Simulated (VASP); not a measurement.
Runs of VASP 6.6.1 on Ir. The structure is that of space group Fm-3m (No. 225), or close to it. The cells are those of the table. 

```tsv
task	level	potentials or basis	spin	cell	cutoff (eV)	smearing	second run	gap on the mesh (eV)	pressure (GPa)
single point	PBE	VASP PAW PBE potentials, release 64 (Ir)	non-collinear, zero start, SOC	a = 2.715 Å, angles 60.0°, 1 atom	520	fermi-dirac 0.05 eV	-	-	10.7
electric field gradients	PBE	VASP PAW PBE potentials, release 64 (Ir)	off	a = 2.695, b = 2.695, c = 2.674 Å, angles 60.3, 60.3, 59.5°, 1 atom	400	fermi-dirac 0.05 eV	-	none	22.7
single point	LDA	VASP PAW LDA potentials, release 64 (Ir)	off	a = 2.715 Å, angles 60.0°, 1 atom	520	fermi-dirac 0.05 eV	-	none	-6.2
single point	PBE	VASP PAW PBE potentials, release 64 (Ir)	off	a = 2.715 Å, angles 60.0°, 1 atom	500	methfessel-paxton 0.2 eV	-	none	9.5
single point	PBE	VASP PAW PBE potentials, release 64 (Ir)	off	a = 2.695, b = 2.695, c = 2.674 Å, angles 60.3, 60.3, 59.5°, 1 atom	500	fermi-dirac 0.05 eV	-	none	22.6
electric field gradients	PBE	VASP PAW PBE potentials, release 64 (Ir)	off	a = 2.722, b = 2.722, c = 2.701 Å, angles 60.2, 60.2, 59.5°, 1 atom	400	fermi-dirac 0.05 eV	-	none	(a)
single point	PBE	VASP PAW PBE potentials, release 64 (Ir)	off	a = 2.715 Å, angles 60.0°, 1 atom	500	methfessel-paxton 0.15 eV	-	none	9.5
single point	PBE	VASP PAW PBE potentials, release 64 (Ir)	off	a = 2.715 Å, angles 60.0°, 1 atom	500	tetrahedron	-	none	9.5
single point	PBE	VASP PAW PBE potentials, release 64 (Ir)	off	a = 2.715 Å, angles 60.0°, 1 atom	520	fermi-dirac 0.01 eV	-	none	9.5
single point	PBE	VASP PAW PBE potentials, release 64 (Ir)	off	a = 2.715 Å, angles 60.0°, 1 atom	520	gaussian 0.2 eV	-	none	(b)
electric field gradients	LDA	VASP PAW LDA potentials, release 64 (Ir_sv_GW)	off	a = 2.715 Å, angles 60.0°, 1 atom	420	fermi-dirac 0.05 eV	valence_matched	none	-9.2
```

Alike in all rows: k mesh 18 × 18 × 18.

Task: Fill in the values left out.

Result: (a) 9.8; (b) 9.7.

Caveats: spin-orbit coupling is left out, which moves the levels of the heavy elements (some runs); tetrahedron occupations give inexact forces and stress in metals (some runs).

A k mesh can miss the band edges, and rows without SOC leave out spin-orbit coupling on Ir.

A gap of «none» marks levels without a gap at the run's occupations.

The runs don't all hold the same shells in valence.
